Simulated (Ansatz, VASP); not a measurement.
# PbS: VASP beside Ansatz

POSCAR

```
PbS
1.0
    0.0000000000      2.9650000000      2.9205250000
    2.9650000000      0.0000000000      2.9205250000
    2.9650000000      2.9650000000      0.0000000000
Pb S
1 1
Direct
    0.0000000000      0.0000000000      0.0000000000
    0.5000000000      0.5000000000      0.5000000000
```

File INCAR.step1:

```
SYSTEM = PbS
ALGO = Normal
EDIFF = 1E-4
ENCUT = 520
GGA = PE
ISMEAR = 0
LASPH = .True.
LCHARG = .False.
LREAL = .False.
LWAVE = .True.
NBANDS = 17
NELM = 100
PREC = Accurate
SIGMA = 0.05
```

Contents of INCAR.step2:

```
SYSTEM = PbS
ALGO = Normal
EDIFF = 1E-7
ENCUT = 520
ISIF = 2
ISMEAR = 0
ISTART = 1
LASPH = .True.
LCHARG = .False.
LMIXTAU = .True.
LREAL = .False.
LWAVE = .False.
METAGGA = R2SCAN
NBANDS = 17
NELM = 100
PREC = Accurate
SIGMA = 0.05
```

File KPOINTS:

```
k-points
0
Gamma
  8 8 8
  0 0 0
```

Input for Ansatz:

```yaml
crystal:
  lattice:
    - [0.0, 2.965, 2.920525]
    - [2.965, 0.0, 2.920525]
    - [2.965, 2.965, 0.0]
  atoms:
    - { symbol: Pb, position: [0.0, 0.0, 0.0] }
    - { symbol: S, position: [0.5, 0.5, 0.5] }
basis:
  ecutwfc: 500
kpoints:
  mp_grid: { grid: [8, 8, 8] }
hamiltonian:
  xc: r2scan
scf:
  occupations: { method: gaussian, width: 0.05 }
output:
  forces: true
  stress: true
  eigenvalues: true
```

Change from the starting cell: strain +0.000 along x and y, -0.015 along z, atoms carried along.

Alike in both runs: task single point; functional r2SCAN; k mesh 8 × 8 × 8; occupations gaussian, width 0.05 eV; no spin polarisation.

|  | VASP | Ansatz |
| --- | --- | --- |
| version | VASP 6.6.1 | Ansatz 0.2.0 |
| potentials or method | VASP PAW PBE potentials, release 64 (Pb_d, S), cutoff 520 eV | scalar-relativistic, plane waves, PAW |
| valence electrons in the cell | 20 | 20 |

Ansatz gave:

```
gap on the k mesh at the Fermi level (eV)                     : 0.54
least direct gap on the mesh (eV)                             : 0.54
pressure (GPa)                                                : 2.4
traceless stress, the component that is largest in VASP (GPa) : 1.49
```

Task: What did VASP give for the same quantities?

Result: gap on the k mesh at the Fermi level (eV): 0.55; least direct gap on the mesh (eV): 0.55; pressure (GPa): 2.4; traceless stress, the component that is largest in VASP (GPa): 1.50.

VASP's potentials were made for PBE, not for r2SCAN.

Neither program's run includes spin-orbit coupling.
